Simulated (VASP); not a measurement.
A run of VASP 6.6.1:

POSCAR

```
CaO
1.0
    0.0000000000      2.3974236343      2.3974236343
    2.3974236343      0.0000000000      2.3974236343
    2.3974236343      2.3974236343      0.0000000000
Ca O
1 1
Direct
    0.5041711443      0.4958288557      0.5041711443
    0.0000000000      0.0000000000      0.0000000000
```

File INCAR.step1:

```
SYSTEM = CaO
PREC = Accurate
ENCUT = 520
ISMEAR = 0
SIGMA = 0.05
LREAL = .False.
LASPH = .True.
NELM = 80
NBANDS = 15
GGA = PE
ALGO = Normal
EDIFF = 1E-4
LWAVE = .True.
LCHARG = .False.
```

Contents of INCAR.step2:

```
SYSTEM = CaO
PREC = Accurate
ENCUT = 520
EDIFF = 1E-7
ISMEAR = 0
SIGMA = 0.05
LREAL = .False.
LASPH = .True.
NELM = 80
ALGO = Normal
ISIF = 2
LWAVE = .False.
LCHARG = .False.
METAGGA = R2SCAN
LMIXTAU = .True.
NBANDS = 15
ISTART = 1
```

The input KPOINTS:

```
regular mesh
0
Gamma
  8 8 8
  0 0 0
```

Potentials or basis: VASP PAW PBE potentials, release 64 (Ca_sv, O).

The run is started by

```bash
$ cat potpaw_PBE.64/Ca_sv/POTCAR potpaw_PBE.64/O/POTCAR > POTCAR
$ cp INCAR.step1 INCAR
$ mpirun -np 1 vasp_std > vasp.out
$ cp INCAR.step2 INCAR
$ mpirun -np 1 vasp_std > vasp.out
```

Hardware: 1 thread of AMD EPYC 7R13 Processor (Zen 3), on a shared host.

Problem. Estimate the wall time of this run.

Solution. Run time: 2.2 min on 1 thread of AMD EPYC 7R13 Processor (Zen 3), with other jobs on the host, peak memory 0.15 GiB. Counts: k points 59.
